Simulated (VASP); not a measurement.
Set up this calculation in VASP 6.6.1, as the native input.

| Property | Result |
| --- | --- |
| Task | single point |
| Functional | PBE |
| Potentials or basis | VASP PAW PBE potentials, release 64 (Al, N) |
| Cutoff | 520 eV |
| k mesh | 12 × 12 × 6 |
| Occupations | gaussian, width 0.02 eV |
| Spin | no spin polarisation |
| Dipole correction | no |
| Further INCAR settings | ALGO = Normal; EDIFF = 1e-06; NBANDS = 16 |

The structure of AlN lies in POSCAR:

```
AlN
1.0
    3.0649632626      0.0000000000      0.0000000000
   -1.5324816313      2.6543360471      0.0000000000
    0.0000000000      0.0000000000      4.8888944575
Al N
2 2
Direct
    0.6666666667      0.3333333333      0.4985500920
    0.3333333333      0.6666666667      0.9985500920
    0.6666666667      0.3333333333      0.8814499080
    0.3333333333      0.6666666667      0.3814499080
```

The input as run:

INCAR

```
  ALGO = Normal
  EDIFF = 1E-6
  ENCUT = 520
  GGA = PE
  ISIF = 2
  ISMEAR = 0
  LASPH = T
  LCHARG = F
  LREAL = F
  LWAVE = F
  NBANDS = 16
  NELM = 60
  PREC = Accurate
  SIGMA = 0.02
```

KPOINTS

```
k-points
0
Gamma
  12 12 6
```

Potentials or basis: VASP PAW PBE potentials, release 64 (Al, N).

Command:

```sh
$ cat potpaw_PBE.64/Al/POTCAR potpaw_PBE.64/N/POTCAR > POTCAR
$ mpirun -np 1 vasp_std > vasp.out
```

It gave:

```yaml
Pressure: 14.8 GPa
Largest_force: 0.006 eV/Å
Band_gap_on_the_k_mesh: 4.62 eV
```

Caveat: the cell stands under pressure.

Wall time 54 s on 1 thread of Intel Xeon 8259CL, with other jobs on the host, peak memory 0.17 GiB.
